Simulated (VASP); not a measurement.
BAs:

```
As B
1.0
     0.00000    2.37247    2.37247
     2.37247    0.00000    2.37247
     2.37247    2.37247    0.00000
As B
1 1
Direct
  0.75000 0.75000 0.75000
  0.00000 0.00000 0.00000
```

Base run:

```yaml
Program: VASP 6.6.1
Functional: LDA
Potentials_or_basis: VASP PAW LDA potentials, release 64 (As, B)
Cutoff: 520 eV
k_mesh: 10 × 10 × 10
Occupations: fermi-dirac, width 0.05 eV
Spin: no spin polarisation
```

Its results: band gap on the k mesh 1.10 eV, indirect (least direct gap 3.28 eV); pressure -0.2 GPa.

Q: The run is repeated on the same cell with these changes: functional from LDA to PBEsol; potentials or basis from VASP PAW LDA potentials, release 64 (As, B) to VASP PAW PBE potentials, release 64 (As, B). What comes out?

A: Band gap on the k mesh 1.06 eV, indirect (least direct gap 3.27 eV); pressure 3.0 GPa.

Caveats: the PAW data sets were made with another functional, which shifts forces and pressure a little (some runs).

A k mesh can miss the band edges.
